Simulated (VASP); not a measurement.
Set up this calculation in VASP 6.6.1, as the native input.

```
Task                   : relaxation of shape and atoms at fixed volume
Functional             : PBE
Potentials or basis    : VASP PAW PBE potentials, release 64 (Cd)
Cutoff                 : 600 eV
k mesh                 : 15 × 15 × 8
Occupations            : fermi-dirac, width 0.08 eV
Spin                   : no spin polarisation
Dipole correction      : no
Further INCAR settings : ALGO = Normal; EDIFF = 1e-06; IBRION = 2; EDIFFG = -0.005; NSW = 50; ISIF = 4
```

The structure of Cd lies in POSCAR:

```
Cd
1.0
    2.4551224441      0.0000000000      0.0000000000
   -1.2275612221      2.1261984060      0.0000000000
    0.0000000000      0.0000000000      3.9050921029
Cd
2
Direct
    0.3333333333      0.6666666667      0.2500000000
    0.6666666667      0.3333333333      0.7500000000
```

These files were run (other wordings do the same):

INCAR

```
SYSTEM = Cd
PREC = Accurate
ENCUT = 600
EDIFF = 1E-6
ISMEAR = -1
SIGMA = 0.08
LREAL = .False.
LASPH = .True.
NELM = 100
ALGO = Normal
ISIF = 4
LWAVE = .False.
LCHARG = .False.
GGA = PE
IBRION = 2
NSW = 50
EDIFFG = -0.005
```

KPOINTS

```
regular mesh
0
Gamma
  15 15 8
  0 0 0
```

Potentials or basis: VASP PAW PBE potentials, release 64 (Cd).

Command:

```sh
$ cat potpaw_PBE.64/Cd/POTCAR > POTCAR
$ mpirun -np 1 vasp_std > vasp.out
```

It gave:

```yaml
Energy_gained_by_relaxing: 5.1 meV/atom
Ionic_steps: 3
Pressure_after_relaxing: 342.1 GPa
Band_gap_on_the_k_mesh: zero (band 12 reaches 14.39 eV, above the bottom of band 13 at 11.60 eV)
```

It took 75 s on 1 thread of Oxide Virtual Turin-like Processor, with other jobs on the host, peak memory 0.13 GiB.
